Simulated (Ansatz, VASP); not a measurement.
## Ti3Al2 in VASP and in Ansatz

```
Ti Al
1.0
     0.00000    4.23835    4.23835
     4.23835    0.00000    4.23835
     4.23835    4.23835    0.00000
Ti Al
6 4
Direct
  0.24537 0.75463 0.75463
  0.75463 0.24537 0.24537
  0.75463 0.24537 0.75463
  0.24537 0.75463 0.24537
  0.75463 0.75463 0.24537
  0.24537 0.24537 0.75463
  0.25000 0.25000 0.25000
  0.75000 0.75000 0.75000
  0.00000 0.00000 0.00000
  0.50000 0.50000 0.50000
```

Alike in both runs: task single point; functional PBE; k mesh 4 × 4 × 4; occupations gaussian, width 0.1 eV; no spin polarisation.

|  | VASP | Ansatz |
| --- | --- | --- |
| version | VASP 6.6.1 | Ansatz 0.2.0 |
| potentials or method | VASP PAW PBE potentials, release 64 (Ti_sv, Al), cutoff 520 eV | scalar-relativistic, plane waves, PAW |
| valence electrons in the cell | 84 | 84 |

Ansatz gave:

* gap on the k mesh at the Fermi level (eV): none
* rms of the force components (eV/Å): 0.682

Question: What did VASP give for the same quantities?

Answer: gap on the k mesh at the Fermi level (eV): none; rms of the force components (eV/Å): 0.687.

Atom by atom the forces differ by 0.004 eV/Å (rms over components). A gap of «none» marks a metal or a gap that the smearing closes.
